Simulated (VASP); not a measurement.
A run of VASP 6.6.1 is set up as follows.

Contents of INCAR:

```
  ALGO = Normal
  EDIFF = 1E-6
  EDIFFG = -0.01
  ENCUT = 600
  GGA = PE
  IBRION = 2
  ISIF = 3
  ISMEAR = -1
  LASPH = T
  LCHARG = F
  LDAU = T
  LDAUJ = 0 0 0
  LDAUL = -1 2 -1
  LDAUPRINT = 1
  LDAUTYPE = 2
  LDAUU = 0 1 0
  LMAXMIX = 4
  LREAL = F
  LWAVE = F
  NELM = 150
  NSW = 60
  PREC = Accurate
  SIGMA = 0.05
```

Contents of KPOINTS:

```
k-points
0
Gamma
  7 7 7
```

The input POSCAR:

```
BaTiO3
1.0
    3.9998000000      0.0000000000      0.0000000000
    0.0000000000      3.9998000000      0.0000000000
    0.0000000000      0.0000000000      4.0180000000
Ba Ti O
1 1 3
Direct
    0.0000000000      0.0000000000      0.0000000000
    0.5000000000      0.5000000000      0.4900000000
    0.0000000000      0.5000000000      0.5170000000
    0.5000000000      0.0000000000      0.5170000000
    0.5000000000      0.5000000000      0.0190000000
```

Potentials or basis: VASP PAW PBE potentials, release 64 (Ba_sv, Ti_sv, O).

Command:

```sh
$ cat potpaw_PBE.64/Ba_sv/POTCAR potpaw_PBE.64/Ti_sv/POTCAR potpaw_PBE.64/O/POTCAR > POTCAR
$ mpirun -np 1 vasp_std > vasp.out
```

Predict the band gap on the k mesh.

1.96 eV (least direct gap 2.38 eV).

What does it give for the relaxed cell?

a = 4.011 Å, b = 4.011 Å, c = 4.178 Å, α = 90.00°, β = 90.00°, γ = 90.00°.

What does it give for the space group after relaxing (to 0.1 Å)?

P4mm (No. 99).

Eigenvalues of the final occupation matrices:
| site | spin | trace | eigenvalues |
| --- | --- | --- | --- |
| site 2 d | 1 | 0.86 | 0.12 0.13 0.13 0.24 0.25 |
| site 2 d | 2 | 0.86 | 0.12 0.13 0.13 0.24 0.25 |

Caveat: spin-orbit coupling is left out, which moves the levels of the heavy elements; an odd mesh through Γ misses points on the zone boundary, where band edges can lie. PBE usually gives volumes a little too large and moduli too small.
